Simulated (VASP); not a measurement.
A run of VASP 6.6.1 is set up as follows.

File INCAR:

```
PREC = Accurate ; ENCUT = 520
EDIFF = 1E-6 ; ISMEAR = -1
SIGMA = 0.1 ; LREAL = F
LASPH = T ; NELM = 80
ALGO = Normal ; ISIF = 2
LWAVE = F ; LCHARG = T
GGA = CA ; LELF = T
LVHAR = T ; NBANDS = 54
```

Contents of KPOINTS:

```
regular mesh
0
Gamma
  7 7 7
```

The input POSCAR:

```
Ta
1.0
    5.2079084575      0.0000000000      0.0000000000
    0.0000000000      5.2079084575      0.0000000000
    0.0000000000      0.0000000000      5.2079084575
Ta
8
Direct
    1.0000000000      0.0000000000      0.0000000000
    0.5000000000      0.5000000000      0.5000000000
    0.2500000000      1.0000000000      0.5000000000
    0.7500000000      0.0000000000      0.5000000000
    0.5000000000      0.2500000000      1.0000000000
    0.5000000000      0.7500000000      1.0000000000
    0.0000000000      0.5000000000      0.2500000000
    0.0000000000      0.5000000000      0.7500000000
```

Potentials or basis: VASP PAW LDA potentials, release 64 (Ta_pv).

The run is started by

```console
$ cat potpaw_LDA.64/Ta_pv/POTCAR > POTCAR
$ mpirun -np 1 vasp_std > vasp.out
```

Question: What does it give for the band gap on the k mesh?

Answer: Zero (band 44 reaches 5.85 eV, above the bottom of band 45 at 5.29 eV).

Question: Estimate the pressure.

Answer: 0.8 GPa.

Caveat: spin-orbit coupling is left out, which moves the levels of the heavy elements.
